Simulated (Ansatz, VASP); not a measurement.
**Te: VASP beside Ansatz**

Contents of POSCAR:

```
Te
1.0
    3.4420649897      0.0000000000      0.0000000000
   -1.7210324948      2.9809157225      0.0000000000
    0.0000000000      0.0000000000      5.6208921281
Te
2
Direct
    0.3333333333      0.6666666667      0.2500000000
    0.6666666667      0.3333333333      0.7500000000
```

INCAR.step1

```
PREC = Accurate
ENCUT = 600
ISMEAR = -1
SIGMA = 0.1
LREAL = False
LASPH = True
NELM = 80
GGA = PE
ALGO = Normal
EDIFF = 1E-4
LWAVE = True
LCHARG = False
```

File INCAR.step2:

```
PREC = Accurate
ENCUT = 600
EDIFF = 1E-6
ISMEAR = -1
SIGMA = 0.1
LREAL = False
LASPH = True
NELM = 80
ALGO = Normal
ISIF = 3
LWAVE = False
LCHARG = False
METAGGA = R2SCAN
LMIXTAU = True
IBRION = 2
NSW = 80
EDIFFG = -0.01
ISTART = 1
```

KPOINTS

```
Automatic mesh
0
Gamma
  11 11 6
```

Input for Ansatz:

```yaml
crystal:
  lattice:
    - [3.4420649897, 0.0, 0.0]
    - [-1.7210324948, 2.9809157225, 0.0]
    - [0.0, 0.0, 5.6208921281]
  atoms:
    - { symbol: Te, position: [0.3333333333, 0.6666666667, 0.25] }
    - { symbol: Te, position: [0.6666666667, 0.3333333333, 0.75] }
hamiltonian:
  xc: r2scan
  pseudopotentials:
    kind: paw
    azcp:
      Te: "pseudopotentials/Te.paw.azcp"
basis:
  ecutwfc: 500
  fft_grid_basis: typed
kpoints:
  mp_grid: { grid: [11, 11, 6], shift: [0, 0, 0] }
magnetization:
  spin_polarized: false
scf:
  occupations: { method: fermi_dirac, width: 0.1 }
relax:
  max_steps: 60
  f_tol: 0.01
  cell: {}
```

Alike in both runs: task relaxation of cell and atoms; functional r2SCAN; k mesh 11 × 11 × 6; occupations fermi-dirac, width 0.1 eV; no spin polarisation.

```csv
,VASP,Ansatz
version,VASP 6.6.1,Ansatz 0.2.0
potentials or method,"VASP PAW PBE potentials, release 64 (Te), cutoff 600 eV","plane waves (500 eV) with PAW, scalar-relativistic"
valence electrons in the cell,12,32
```

VASP gave:

* relaxed volume (Å³/atom): 31.34
* relaxed cell length with the largest relative difference (Å): 4.062

**Question.** What did Ansatz give for the same quantities?

**Answer.** Relaxed volume (Å³/atom): 31.33; relaxed cell length with the largest relative difference (Å): 4.061.

VASP's potentials were made for PBE, not for r2SCAN. VASP's potentials hold 12 valence electrons a cell and Ansatz's 32, so a difference there can come from the potentials and not from the codes.

Spin-orbit coupling is off throughout.
